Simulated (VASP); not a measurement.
A run of VASP 6.6.1 is set up as follows.

Contents of INCAR:

```
SYSTEM = N
PREC = Accurate ; ENCUT = 520
EDIFF = 1E-6 ; ISMEAR = -1
SIGMA = 0.05 ; LREAL = .FALSE.
LASPH = .TRUE. ; NELM = 80
ALGO = Normal ; ISIF = 2
LWAVE = .FALSE. ; LCHARG = .FALSE.
GGA = PE ; IBRION = 2
NSW = 80 ; EDIFFG = -0.02
```

Contents of KPOINTS:

```
Automatic mesh
0
G
  1 1 1
  0 0 0
```

Contents of POSCAR:

```
N
1.0
    9.0000000000      0.0000000000      0.0000000000
    0.0000000000      9.5000000000      0.0000000000
    0.0000000000      0.0000000000     10.0000000000
N
2
Direct
    0.5000000000      0.5000000000      0.4445000000
    0.5000000000      0.5000000000      0.5555000000
```

Potentials or basis: VASP PAW PBE potentials, release 64 (N).

Launch:

```sh
$ cat potpaw_PBE.64/N/POTCAR > POTCAR
$ mpirun -np 1 vasp_gam > vasp.out
```

Question: Predict the energy gained by relaxing.

Answer: 0.4 meV/atom.

Question: Predict the gap between the frontier levels.

Answer: 8.07 eV.

Final structure:
```cif
data_structure
_symmetry_space_group_name_H-M 'P 1'
_symmetry_Int_Tables_number 1
_cell_length_a 9.0000
_cell_length_b 9.5000
_cell_length_c 10.0000
_cell_angle_alpha 90.000
_cell_angle_beta 90.000
_cell_angle_gamma 90.000
_cell_volume 855.00
loop_
_atom_site_label
_atom_site_type_symbol
_atom_site_fract_x
_atom_site_fract_y
_atom_site_fract_z
_atom_site_occupancy
N1 N 0.50000 0.50000 0.44434 1
N2 N 0.50000 0.50000 0.55566 1
```

Caveat: the standard files for N, O and F lose accuracy on very short bonds.
